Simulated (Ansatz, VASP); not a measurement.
## LiF: VASP beside Ansatz

Contents of INCAR:

```
ALGO = Normal
EDIFF = 1E-6
ENCUT = 520
GGA = PE
ISIF = 2
ISMEAR = 0
LASPH = T
LCHARG = T
LELF = T
LREAL = F
LVHAR = T
LWAVE = F
NBANDS = 18
NELM = 80
PREC = Accurate
SIGMA = 0.05
```

Contents of KPOINTS:

```
k-points
0
Gamma
  9 9 6
```

POSCAR

```
LiF
1.0
    2.9920384616      0.0000000000      0.0000000000
   -1.4960192308      2.5911813169      0.0000000000
    0.0000000000      0.0000000000      5.1361332232
Li F
2 2
Direct
    0.3333333333      0.6666666667      0.3810713234
    0.6666666667      0.3333333333      0.8810713234
    0.3333333333      0.6666666667      0.9939266766
    0.6666666667      0.3333333333      0.4939266766
```

Input for Ansatz:

```yaml
crystal:
  lattice:
    - [2.9920384616, 0.0, 0.0]
    - [-1.4960192308, 2.5911813169, 0.0]
    - [0.0, 0.0, 5.1361332232]
  atoms:
    - { symbol: Li, position: [0.3333333333, 0.6666666667, 0.3810713234] }
    - { symbol: Li, position: [0.6666666667, 0.3333333333, 0.8810713234] }
    - { symbol: F, position: [0.3333333333, 0.6666666667, 0.9939266766] }
    - { symbol: F, position: [0.6666666667, 0.3333333333, 0.4939266766] }
basis:
  ecutwfc: 520.0
kpoints:
  mp_grid: { grid: [9, 9, 6] }
hamiltonian:
  xc: pbe
scf:
  occupations: { method: gaussian, width: 0.05 }
output:
  forces: true
  stress: true
  eigenvalues: true
  write_density: true
  write_potential: true
  elf: true
  volumetric_format: npy
```

Alike in both runs: task single point; functional PBE; k mesh 9 × 9 × 6; occupations gaussian, width 0.05 eV; no spin polarisation.

|  | VASP | Ansatz |
| --- | --- | --- |
| version | VASP 6.6.1 | Ansatz 0.2.0 |
| potentials or method | VASP PAW PBE potentials, release 64 (Li_sv, F), cutoff 520 eV | scalar-relativistic, plane waves, PAW |
| valence electrons in the cell | 20 | 20 |

|  | VASP | Ansatz | Ansatz less VASP |
| --- | --- | --- | --- |
| gap on the k mesh at the Fermi level (eV) | 7.87 | 7.88 | +0.013 |
| least direct gap on the mesh (eV) | 7.87 | 7.88 | +0.013 |
| rms of the force components (eV/Å) | 0.154 | 0.145 | -0.0089 |

Atom by atom the forces differ by 0.009 eV/Å (rms over components).

Noted on VASP's run: the cutoff is short for stress, so the pressure is rough.
